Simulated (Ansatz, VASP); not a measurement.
## Two plane-wave programs on MgTlF4

```xyz
6
Lattice="3.8361 0.0000 0.0000 -1.9180 3.3221 0.0000 0.0000 0.0000 6.5996" Properties=species:S:1:pos:R:3 pbc="T T T"
Mg    0.0000    0.0000    0.0000
Tl    0.0000    0.0000    3.2998
F     0.0000    2.2148    1.2500
F     0.0000    2.2148    5.3496
F     1.9180    1.1074    1.2500
F     1.9180    1.1074    5.3496
```

Alike in both runs: functional PBE; k mesh 6 × 6 × 4; occupations gaussian, width 0.1 eV; no spin polarisation.

Ansatz relaxed the structure, and its values are those at the end. VASP's run is a single point on that final structure, the one shown.

|  | VASP | Ansatz |
| --- | --- | --- |
| version | VASP 6.6.1 | Ansatz 0.2.0 |
| potentials or method | VASP PAW PBE potentials, release 64 (Mg, Tl_d, F), cutoff 520 eV | scalar-relativistic, plane waves, PAW |
| valence electrons in the cell | 43 | 51 |

|  | VASP | Ansatz | Ansatz less VASP |
| --- | --- | --- | --- |
| gap on the k mesh at the Fermi level (eV) | none | none | - |
| pressure (GPa) | -0.4 | 0.0 | +0.45 |
| rms of the force components (eV/Å) | 0.005 | 0.001 | -0.0037 |

A gap of «none» marks a metal or a gap that the smearing closes. VASP's potentials hold 43 valence electrons a cell and Ansatz's 51, so a difference there can come from the potentials and not from the codes.

Spin-orbit coupling is off throughout.
